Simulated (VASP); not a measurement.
Wanted: the native input for a VASP 6.6.1 run.

| Property | Result |
| --- | --- |
| Task | single point |
| Functional | r2SCAN |
| Potentials or basis | VASP PAW PBE potentials, release 64 (W_sv, S) |
| Cutoff | 520 eV |
| k mesh | 12 × 12 × 2 |
| Occupations | gaussian, width 0.02 eV |
| Spin | no spin polarisation |
| Dipole correction | no |
| Further INCAR settings | ALGO = Normal; EDIFF = 1e-07; NBANDS = 35 |

WS2:

```
W S
1.0
     3.18162    0.00000    0.00000
    -1.59081    2.75536    0.00000
     0.00000    0.00000   13.06738
W S
2 4
Direct
  0.33333 0.66667 0.25000
  0.66667 0.33333 0.75000
  0.33333 0.66667 0.63066
  0.66667 0.33333 0.13066
  0.33333 0.66667 0.86934
  0.66667 0.33333 0.36934
```

These files were run (other wordings do the same):

POSCAR

```
WS2
1.0
    3.1816189158      0.0000000029      0.0000000000
   -1.5908094604      2.7553628048      0.0000000000
    0.0000000000      0.0000000000     13.0673804414
W S
2 4
Direct
    0.3333333333      0.6666666667      0.2500000000
    0.6666666667      0.3333333333      0.7500000000
    0.3333333333      0.6666666667      0.6306574720
    0.6666666667      0.3333333333      0.1306574720
    0.3333333333      0.6666666667      0.8693425280
    0.6666666667      0.3333333333      0.3693425280
```

INCAR.step1

```
PREC = Accurate
ENCUT = 520
ISMEAR = 0
SIGMA = 0.02
LREAL = False
LASPH = True
NELM = 80
NBANDS = 35
GGA = PE
ALGO = Normal
EDIFF = 1E-4
LWAVE = True
LCHARG = False
```

INCAR.step2

```
PREC = Accurate
ENCUT = 520
EDIFF = 1E-7
ISMEAR = 0
SIGMA = 0.02
LREAL = False
LASPH = True
NELM = 80
ALGO = Normal
ISIF = 2
LWAVE = False
LCHARG = True
METAGGA = R2SCAN
LMIXTAU = True
LELF = True
LVHAR = True
NBANDS = 35
ISTART = 1
```

KPOINTS

```
regular mesh
0
Gamma
  12 12 2
```

Potentials or basis: VASP PAW PBE potentials, release 64 (W_sv, S).

The run is started by

```console
$ cat potpaw_PBE.64/W_sv/POTCAR potpaw_PBE.64/S/POTCAR > POTCAR
$ cp INCAR.step1 INCAR
$ mpirun -np 1 vasp_std > vasp.out
$ cp INCAR.step2 INCAR
$ mpirun -np 1 vasp_std > vasp.out
```

It gave:

| Property | Result |
| --- | --- |
| Pressure | 0.2 GPa |
| Largest force | 0.021 eV/Å |
| Band gap on the k mesh | 1.38 eV (least direct gap 1.88 eV) |

Caveat: the PAW data sets were made with another functional, which shifts forces and pressure a little; spin-orbit coupling is left out, which moves the levels of the heavy elements.

Wall time 5.9 min on 1 thread of AMD EPYC 9R45 96-Core Processor (Zen 5) (shared host), peak memory 0.28 GiB.
